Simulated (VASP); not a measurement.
Wanted: the native input for a VASP 6.6.1 run.

* Task: single point
* Functional: PBE
* Potentials or basis: VASP PAW PBE potentials, release 64 (B, N)
* Cutoff: 600 eV
* k mesh: 12 × 12 × 12
* Occupations: gaussian, width 0.02 eV
* Spin: no spin polarisation
* Dipole correction: no
* Further INCAR settings: ALGO = Normal; EDIFF = 1e-06; NBANDS = 11

The structure of BN (pbe) lies in POSCAR:

```
BN
1.0
    0.0000000000      1.8120428308      1.8120428308
    1.8120428308      0.0000000000      1.8120428308
    1.8120428308      1.8120428308      0.0000000000
B N
1 1
Direct
    0.0000000000      0.0000000000      0.0000000000
    0.2500000000      0.2500000000      0.2500000000
```

The input as run:

INCAR

```
  ALGO = Normal
  EDIFF = 1E-6
  ENCUT = 600
  GGA = PE
  GGA_COMPAT = False
  ISIF = 2
  ISMEAR = 0
  LASPH = True
  LCHARG = True
  LELF = True
  LREAL = False
  LVHAR = True
  LWAVE = False
  NBANDS = 11
  NELM = 120
  PREC = Accurate
  SIGMA = 0.02
```

KPOINTS

```
k-points
0
Gamma
  12 12 12
```

Potentials or basis: VASP PAW PBE potentials, release 64 (B, N).

Launch:

```bash
$ cat potpaw_PBE.64/B/POTCAR potpaw_PBE.64/N/POTCAR > POTCAR
$ mpirun -np 1 vasp_std > vasp.out
```

It gave:

| Property | Result |
| --- | --- |
| Pressure | 0.2 GPa |
| Band gap on the k mesh | 4.45 eV, indirect (least direct gap 8.78 eV) |

Wall time 24 s on 1 thread of AMD EPYC 7R13 (shared host), peak memory 0.09 GiB.
